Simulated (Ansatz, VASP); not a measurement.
**One calculation of Ge, two programs**

File INCAR:

```
SYSTEM = Ge
ALGO = Normal
EDIFF = 1E-7
ENCUT = 520
GGA = PE
ISIF = 2
ISMEAR = -1
LASPH = .True.
LCHARG = .False.
LREAL = .False.
LWAVE = .False.
NBANDS = 21
NELM = 60
PREC = Accurate
SIGMA = 0.1
```

KPOINTS

```
k-points
0
Gamma
  17 17 17
  0 0 0
```

File POSCAR:

```
Ge
1.0
   -2.4207622261      2.4207622261      1.3181149128
    2.4207622261     -2.4207622261      1.3181149128
    2.4207622261      2.4207622261     -1.3181149128
Ge
2
Direct
   -0.3750000000     -0.1250000000     -0.2500000000
    0.3750000000      0.1250000000      0.2500000000
```

Input for Ansatz:

```yaml
crystal:
  lattice:
    - [-2.4207622261, 2.4207622261, 1.3181149128]
    - [2.4207622261, -2.4207622261, 1.3181149128]
    - [2.4207622261, 2.4207622261, -1.3181149128]
  atoms:
    - { symbol: Ge, position: [-0.375, -0.125, -0.25] }
    - { symbol: Ge, position: [0.375, 0.125, 0.25] }
kpoints:
  mp_grid: { grid: [17, 17, 17] }
scf:
  occupations: { method: fermi_dirac, width: 0.1 }
hamiltonian:
  xc: pbe
  pseudopotentials: { kind: all_electron, lapw: { basis_error: 0.001 } }
output:
  forces: true
  stress: true
  eigenvalues: true
  populations: true
```

Change from the starting cell: volume scaled by 0.8, LAPW.

Alike in both runs: task single point; functional PBE; k mesh 17 × 17 × 17; occupations fermi-dirac, width 0.1 eV; no spin polarisation.

|  | VASP | Ansatz |
| --- | --- | --- |
| version | VASP 6.6.1 | Ansatz 0.2.0 |
| potentials or method | VASP PAW PBE potentials, release 64 (Ge_d), cutoff 520 eV | all-electron LAPW, scalar-relativistic |

```csv
,VASP,Ansatz,Ansatz less VASP
pressure (GPa),25.5,25.5,-0.02
```

Ansatz ran all-electron here, and VASP with PAW potentials.
